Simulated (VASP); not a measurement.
# SnTe3 (Fm-3m) in VASP: settings compared

SnTe3 is run at these levels: PBEsol, PBEsol+D3(BJ), PBEsol+D4; tasks: relaxation of cell and atoms.

Program: VASP 6.6.1. These are calculated values, not measurements. Logs are shortened: lines on timing, memory, paths and dates and some standing lists are left out, and cuts for length are marked.

### Step 1. The cell of the first run

The structure is cubic, space group Fm-3m (No. 225). Conventional cell: a = 7.722 Å, b = 7.722 Å, c = 7.722 Å, α = 90.00°, β = 90.00°, γ = 90.00°. Te (site symmetry m-3m) has 8 Te at 3.34 Å and 6 Sn at 3.86 Å within 4.4 Å. Te (site symmetry -43m) has 10 Te at 3.34 to 3.86 Å and 4 Sn at 3.34 Å within 4.4 Å. Sn (site symmetry m-3m) has 14 Te at 3.34 to 3.86 Å within 4.4 Å.

### Step 2. Relaxation of cell and atoms, PBEsol

The input, INCAR:

```
SYSTEM = SnTe3
PREC     = Accurate       ! precision mode
ENCUT    = 600            ! plane-wave cutoff, eV
EDIFF    = 1E-7           ! SCF threshold, eV
ISMEAR   = -1             ! smearing method
SIGMA    = 0.05           ! smearing width, eV
LREAL    = .FALSE.        ! projectors in reciprocal space
LASPH    = .TRUE.         ! aspherical terms in the spheres
NELM     = 60             ! most SCF steps
ALGO     = Normal         ! electronic algorithm
ISIF     = 3              ! what is computed and relaxed
LWAVE    = .FALSE.        ! write WAVECAR
LCHARG   = .FALSE.        ! write CHGCAR
GGA      = PS             ! functional
IBRION   = 2              ! ionic algorithm
NSW      = 60             ! ionic steps
EDIFFG   = -0.01          ! ionic threshold
```

The input, KPOINTS:

```
Automatic mesh
0
G
  6 6 6
  0 0 0
```

The input, POSCAR:

```
SnTe3
1.0
    0.0000000000      3.8612190000      3.8612190000
    3.8612190000      0.0000000000      3.8612190000
    3.8612190000      3.8612190000      0.0000000000
Te Sn
3 1
Direct
    0.5000000000      0.5000000000      0.5000000000
    0.7500000000      0.7500000000      0.7500000000
    0.2500000000      0.2500000000      0.2500000000
    0.0000000000      0.0000000000      0.0000000000
```

Potentials or basis: VASP PAW PBE potentials, release 64 (Te, Sn_d).

Started as:

```
$ cat potpaw_PBE.64/Te/POTCAR potpaw_PBE.64/Sn_d/POTCAR > POTCAR
$ mpirun -np 1 vasp_std > vasp.out
```

OUTCAR:

```text
SYSTEM = SnTe3
   PREC = Accurate
   ENCUT = 600
   EDIFF = 1E-7
   ISMEAR = -1
   LREAL = .FALSE.
   LASPH = .TRUE.
   NELM = 60
   ISIF = 3
   GGA = PS
   IBRION = 2
   NSW = 60
   EDIFFG = -0.01

 ion  position               nearest neighbor table
   1  0.500  0.500  0.500-   3 3.34   3 3.34   3 3.34   2 3.34   3 3.34   2 3.34   2 3.34   2 3.34

   2  0.750  0.750  0.750-   1 3.34   1 3.34   1 3.34   1 3.34   4 3.34   4 3.34   4 3.34   4 3.34

   3  0.250  0.250  0.250-   4 3.34   4 3.34   4 3.34   1 3.34   4 3.34   1 3.34   1 3.34   1 3.34

   4  0.000  0.000  0.000-   2 3.34   2 3.34   2 3.34   2 3.34   3 3.34   3 3.34   3 3.34   3 3.34

  LATTYP: Found a face centered cubic cell.
 ALAT       =     7.7224380000

  Lattice vectors:

 A1 = (   0.0000000000,   3.8612190000,   3.8612190000)
 A2 = (   3.8612190000,   0.0000000000,   3.8612190000)
 A3 = (   3.8612190000,   3.8612190000,   0.0000000000)

Analysis of symmetry for initial positions (statically):
=====================================================================
 Subroutine PRICEL returns:
 Original cell was already a primitive cell.

 Routine SETGRP: Setting up the symmetry group for a
 face centered cubic supercell.

 Subroutine GETGRP returns: Found 48 space group operations
 (whereof 48 operations were pure point group operations)
 out of a pool of 48 trial point group operations.

The static configuration has the point symmetry O_h .

Analysis of symmetry for dynamics (positions and initial velocities):
=====================================================================
 Subroutine PRICEL returns:
 Original cell was already a primitive cell.

 Routine SETGRP: Setting up the symmetry group for a
 face centered cubic supercell.

 Subroutine GETGRP returns: Found 48 space group operations
 (whereof 48 operations were pure point group operations)
 out of a pool of 48 trial point group operations.

The dynamic configuration has the point symmetry O_h .

 Subroutine INISYM returns: Found 48 space group operations
 (whereof 48 operations are pure point group operations),
 and found     1 'primitive' translations

----------------------------------------------------------------------------------------

                                     Primitive cell

  volume of cell :     115.1339

  direct lattice vectors                    reciprocal lattice vectors
     0.000000000  3.861219000  3.861219000    -0.129492785  0.129492785  0.129492785
     3.861219000  0.000000000  3.861219000     0.129492785 -0.129492785  0.129492785
     3.861219000  3.861219000  0.000000000     0.129492785  0.129492785 -0.129492785

  length of vectors
     5.460588277  5.460588277  5.460588277     0.224288082  0.224288082  0.224288082

  position of ions in fractional coordinates (direct lattice)
     0.500000000  0.500000000  0.500000000
     0.750000000  0.750000000  0.750000000
     0.250000000  0.250000000  0.250000000
     0.000000000  0.000000000  0.000000000

  ion indices of the primitive-cell ions
   primitive index   ion index
                 1           1
                 2           2
                 3           3
                 4           4

----------------------------------------------------------------------------------------

 KPOINTS: Automatic mesh

Automatic generation of k-mesh.
 Grid dimensions read from file:
 generate k-points for:    6    6    6

 Generating k-lattice:

  Cartesian coordinates                     Fractional coordinates (reciprocal lattice)
    -0.021582131  0.021582131  0.021582131     0.166666667  0.000000000  0.000000000
     0.021582131 -0.021582131  0.021582131     0.000000000  0.166666667  0.000000000
     0.021582131  0.021582131 -0.021582131     0.000000000  0.000000000  0.166666667

  Length of vectors
     0.037381347  0.037381347  0.037381347

  Shift w.r.t. Gamma in fractional coordinates (k-lattice)
     0.000000000  0.000000000  0.000000000

 Subroutine IBZKPT returns following result:
 ===========================================

 Found     16 irreducible k-points:

 Following reciprocal coordinates:
            Coordinates               Weight
  0.000000  0.000000  0.000000      1.000000
  0.166667  0.000000  0.000000      8.000000
  0.333333  0.000000  0.000000      8.000000
  0.500000  0.000000  0.000000      4.000000
  0.166667  0.166667  0.000000      6.000000
  0.333333  0.166667  0.000000     24.000000
[... 8 lines left out ...]
 -0.333333  0.333333  0.166667     24.000000
 -0.333333  0.500000  0.166667     12.000000
   k-points           NKPTS =     16   k-points in BZ     NKDIM =     16   number of bands    NBANDS=     20
   number of dos      NEDOS =    301   number of ions     NIONS =      4
   total plane-waves  NPLWV = 110592
   dimension x,y,z NGX =    48 NGY =   48 NGZ =   48
   dimension x,y,z NGXF=    96 NGYF=   96 NGZF=   96
   ions per type =               3   1
   NGX,Y,Z   is equivalent  to a cutoff of  14.61, 14.61, 14.61 a.u.
   NGXF,Y,Z  is equivalent  to a cutoff of  29.23, 29.23, 29.23 a.u.
 SYSTEM =  SnTe3
   PREC   = accura    normal or accurate (medium, high low for compatibility)
   ISTART =      0    job   : 0-new  1-cont  2-samecut
   ICHARG =      2    charge: 1-file 2-atom 10-const
   ISPIN  =      1    spin polarized calculation?
   LNONCOLLINEAR =      F non collinear calculations
   LSORBIT =      F    spin-orbit coupling
   LASPH  =      T    aspherical Exc in radial PAW
   ENCUT  =  600.0 eV  44.10 Ry    6.64 a.u.  10.91 10.91 10.91*2*pi/ulx,y,z
   NELM   =     60;   NELMIN=  2; NELMDL= -5     # of ELM steps
   EDIFF  = 0.1E-06   stopping-criterion for ELM
   LREAL  =      F    real-space projection
   EDIFFG = -.1E-01   stopping-criterion for IOM
   NSW    =     60    number of steps for IOM
   IBRION =      2    ionic relax: 0-MD 1-quasi-New 2-CG
   NFREE  =      1    steps in history (QN), initial steepest desc. (CG)
   ISIF   =      3    stress and relaxation
   ISYM   =      2    0-nonsym 1-usesym 2-fastsym
   POTIM  = 0.5000    time-step for ionic-motion
   TEBEG  =    0.0;   TEEND  =   0.0 temperature during run
   PSTRESS=    0.0 pullay stress
   NELECT =      32.0000    total number of electrons
   NUPDOWN=      -1.0000    fix difference up-down
   EMIN   =  10.00;   EMAX   =-10.00  energy-range for DOS
   EFERMI =   0.00;   METHOD = LEGACY
   ISMEAR =    -1;   SIGMA  =   0.05  broadening in eV -4-tet -1-fermi 0-gaus
   EFERMI_NEDOS =   21; number of points for ismear=-14 and -15
   IALGO  =     38    algorithm
   IMIX   =      4    mixing-type and parameters
     AMIX     =   0.40;   BMIX     =  1.00
     AMIX_MAG =   1.60;   BMIX_MAG =  1.00
  volume/ion in A,a.u.               =      28.78       194.24
  Fermi-wavevector in a.u.,A,eV,Ry     =   1.068375  2.018936 15.530032  1.141425
  Thomas-Fermi vector in A             =   2.204021
   LORBIT       =      0    0 simple, 1 ext, 2 COOP (PROOUT), +10 PAW based schemes
   GGA     = PS    functional components
   LHFCALC =     F    Hartree Fock is set to
   AEXX    =    0.0000 exact exchange contribution
   IVDW    =     0    specifies the selected vdW correction
   LEPSILON=     F    determine dielectric tensor
   LRPA    =     F    only Hartree local field effects (RPA)
 conjugate gradient relaxation of ions
 non-spin polarized calculation
  energy-cutoff  :      600.00
  volume of cell :      115.13
 maximum number of plane-waves:      3860
 NGX is ok and might be reduce to    48
   NGX = 21   NGY = 21   NGZ = 21

--------------------------------------- Ionic step        1  -------------------------------------------

 number of electron      32.0000003 magnetization

 Free energy of the ion-electron system (eV)
  ---------------------------------------------------
  ext. energy  EPLUGINS =         0.00000000
  ---------------------------------------------------
  free energy    TOTEN  =       -14.37253023 eV

  energy without entropy =      -14.33877937  energy(sigma->0) =      -14.35565480

------------------------ aborting loop because EDIFF is reached ----------------------------------------

  FORCE on cell =-STRESS in cart. coord.  units (eV):
  Direction    XX          YY          ZZ          XY          YZ          ZX
  --------------------------------------------------------------------------------------
  -------------------------------------------------------------------------------------
  Total       -2.0134245     -2.0134245     -2.0134245      0.0000000      0.0000000      0.0000000
  in kB      -28.0183547    -28.0183547    -28.0183547      0.0000000      0.0000000      0.0000000
  external PRESSURE =     -28.0183547 kB  Pullay stress =       0.0000000 kB

 VOLUME and BASIS-vectors are now :
 -----------------------------------------------------------------------------
  energy-cutoff  :      600.00
  volume of cell :      115.13
      direct lattice vectors                 reciprocal lattice vectors
     0.000000000  3.861219000  3.861219000    -0.129492785  0.129492785  0.129492785
     3.861219000  0.000000000  3.861219000     0.129492785 -0.129492785  0.129492785
     3.861219000  3.861219000  0.000000000     0.129492785  0.129492785 -0.129492785
[... 39 lines left out ...]
 POSITION                                       TOTAL-FORCE (eV/Angst)
 -----------------------------------------------------------------------------------
      3.76746      3.76746      3.76746        -0.000000      0.000000     -0.000000
      5.65118      5.65118      5.65118         0.000000      0.000000      0.000000
      1.88373      1.88373      1.88373        -0.000000     -0.000000     -0.000000
      3.76746      3.76746      7.53491        -0.000000      0.000000     -0.000000
 -----------------------------------------------------------------------------------
    total drift:                               -0.000000      0.000000     -0.000000

  FREE ENERGIE OF THE ION-ELECTRON SYSTEM (eV)
  ---------------------------------------------------
  free  energy   TOTEN  =       -14.4242587249 eV

  energy  without entropy=      -14.3842742369  energy(sigma->0) =      -14.40426648

--------------------------------------- Ionic step        3  -------------------------------------------

 number of electron      31.9999997 magnetization

 Free energy of the ion-electron system (eV)
  ---------------------------------------------------
  ext. energy  EPLUGINS =         0.00000000
  ---------------------------------------------------
  free energy    TOTEN  =       -14.43013744 eV

  energy without entropy =      -14.39073012  energy(sigma->0) =      -14.41043378

 E-fermi :   8.3395     XC(G=0): -10.4095

 val. band max:        8.3241491365   @ k =   0.3333   0.0000   0.0000
 cond. band min:       8.3500026960   @ k =  -0.1667   0.1667   0.0000
 fundamental gap:      0.0258535596
 Fermi energy:         8.3394544149

 k-point     1 :       0.0000    0.0000    0.0000
  band No.  band energies     occupation
      1     -13.1589      2.00000
      2     -13.1589      2.00000
      3     -13.1589      2.00000
      4     -13.1526      2.00000
      5     -13.1526      2.00000
      6      -5.5806      2.00000
[... 12 lines left out ...]
     19      11.1989      0.00000
     20      11.1989      0.00000
[... 365 lines left out ...]
 POSITION                                       TOTAL-FORCE (eV/Angst)
 -----------------------------------------------------------------------------------
      3.78948      3.78948      3.78948         0.000000      0.000000      0.000000
      5.68422      5.68422      5.68422         0.000000      0.000000      0.000000
      1.89474      1.89474      1.89474        -0.000000     -0.000000     -0.000000
      0.00000      0.00000      0.00000         0.000000      0.000000      0.000000
 -----------------------------------------------------------------------------------
    total drift:                               -0.000000     -0.000000     -0.000000

  FREE ENERGIE OF THE ION-ELECTRON SYSTEM (eV)
  ---------------------------------------------------
  free  energy   TOTEN  =       -14.4301374434 eV

  energy  without entropy=      -14.3907301163  energy(sigma->0) =      -14.41043378

 reached required accuracy - stopping structural energy minimisation
```

Run time: 90 s. Hardware: 1 thread of Intel Xeon 6975P-C (Granite Rapids), shared host; peak memory 0.35 GiB.

What came out:

```yaml
Free_energy: -14.4301 eV
Relaxed_volume: 27.21 Å³/atom
Relaxed_cell: a = 5.359 Å, b = 5.359 Å, c = 5.359 Å, α = 60.00°, β = 60.00°, γ = 60.00°
Space_group_after_relaxing_to_0.05_Å: Fm-3m (No. 225)
Energy_gained_by_relaxing: 14.4 meV/atom
Ionic_steps: 3
Pressure_after_relaxing: 0.0 GPa
Band_gap_on_the_k_mesh: zero (band 16 reaches 8.73 eV, above the bottom of band 17 at 6.32 eV)
```

The path:
```
step  energy change (eV)  largest force (eV/Å)  pressure (GPa)  volume (Å³)
   1              0.0000                0.0000           -2.80       115.13
   2             -0.0517                0.0000            1.01       106.95
   3             -0.0576                0.0000            0.00       108.84
```

Final structure:
```
CELL_PARAMETERS angstrom
0.00000 3.78948 3.78948
3.78948 0.00000 3.78948
3.78948 3.78948 0.00000
ATOMIC_POSITIONS crystal
Te 0.50000 0.50000 0.50000
Te 0.75000 0.75000 0.75000
Te 0.25000 0.25000 0.25000
Sn 0.00000 0.00000 0.00000
```

Levels at points of the mesh, in eV from the Fermi level:
| k point | band 13 | band 14 | band 15 | band 16 | band 17 | band 18 | band 19 | band 20 |
| --- | --- | --- | --- | --- | --- | --- | --- | --- |
| (0.00, 0.00, 0.00) | -3.55 | -3.55 | -3.55 | -2.02 | -2.02 | -2.02 | 2.86 | 2.86 |
| (0.50, 0.00, 0.00) | -3.71 | -2.03 | -1.98 | 0.39 | 0.39 | 1.45 | 1.76 | 1.76 |
| (0.50, 0.50, 0.00) | -0.86 | -0.61 | -0.61 | 0.08 | 0.17 | 0.17 | 2.21 | 3.41 |

Caveat: the PAW data sets were made with another functional, which shifts forces and pressure a little; spin-orbit coupling is left out, which moves the levels of the heavy elements.

### Step 3. Relaxation of cell and atoms, PBEsol+D3(BJ)

The input, INCAR:

```
SYSTEM = SnTe3
PREC     = Accurate       ! precision mode
ENCUT    = 600            ! plane-wave cutoff, eV
EDIFF    = 1E-6           ! SCF threshold, eV
ISMEAR   = -1             ! smearing method
SIGMA    = 0.05           ! smearing width, eV
LREAL    = .False.        ! projectors in reciprocal space
LASPH    = .True.         ! aspherical terms in the spheres
NELM     = 100            ! most SCF steps
ALGO     = Normal         ! electronic algorithm
ISIF     = 3              ! what is computed and relaxed
LWAVE    = .False.        ! write WAVECAR
LCHARG   = .False.        ! write CHGCAR
GGA      = PS             ! functional
IVDW     = 12             ! dispersion correction
IBRION   = 2              ! ionic algorithm
NSW      = 60             ! ionic steps
EDIFFG   = -0.01          ! ionic threshold
```

The input, KPOINTS:

```
regular mesh
0
Gamma
  6 6 6
  0 0 0
```

POSCAR is that of step 2.

Potentials or basis: VASP PAW PBE potentials, release 64 (Te, Sn_d).

Started as:

```
$ cat potpaw_PBE.64/Te/POTCAR potpaw_PBE.64/Sn_d/POTCAR > POTCAR
$ mpirun -np 1 vasp_std > vasp.out
```

It took 89 s on 1 thread of Intel Xeon 6975P-C (Granite Rapids), shared host; peak memory 0.34 GiB.

It converged, with:

```
Free energy                            : -16.3907 eV
Relaxed volume                         : 25.83 Å³/atom
Relaxed cell                           : a = 5.267 Å, b = 5.267 Å, c = 5.267 Å, α = 60.00°, β = 60.00°, γ = 60.00°
Space group after relaxing (to 0.05 Å) : Fm-3m (No. 225)
Energy gained by relaxing              : 55.4 meV/atom
Ionic steps                            : 3
Pressure after relaxing                : 0.0 GPa
Band gap on the k mesh                 : zero (band 16 reaches 9.48 eV, above the bottom of band 17 at 6.90 eV)
Dispersion energy per atom             : -0.504 eV
```

Step by step:
```csv
step,energy change (eV),largest force (eV/Å),pressure (GPa),volume (Å³)
1,0.0000,0.0000,-5.44,115.13
2,-0.1932,0.0000,2.58,99.60
3,-0.2217,0.0000,-0.02,103.31
```

Final structure:
```
Te Sn
1.0
     0.00000    3.72423    3.72423
     3.72423    0.00000    3.72423
     3.72423    3.72423    0.00000
Te Sn
3 1
Direct
  0.50000 0.50000 0.50000
  0.75000 0.75000 0.75000
  0.25000 0.25000 0.25000
  0.00000 0.00000 0.00000
```

Levels at points of the mesh, in eV from the Fermi level:
```tsv
k point	band 13	band 14	band 15	band 16	band 17	band 18	band 19	band 20
(0.00, 0.00, 0.00)	-3.80	-3.80	-3.80	-2.19	-2.19	-2.19	2.68	2.68
(0.50, 0.00, 0.00)	-3.98	-2.03	-2.01	0.39	0.39	1.62	1.72	1.72
(0.50, 0.50, 0.00)	-0.75	-0.65	-0.65	0.10	0.17	0.17	2.31	3.52
```

Caveat: the PAW data sets were made with another functional, which shifts forces and pressure a little; spin-orbit coupling is left out, which moves the levels of the heavy elements; pairwise dispersion overbinds metals, which lowers pressure and volume.

(Part 1 of 2 ends here.)
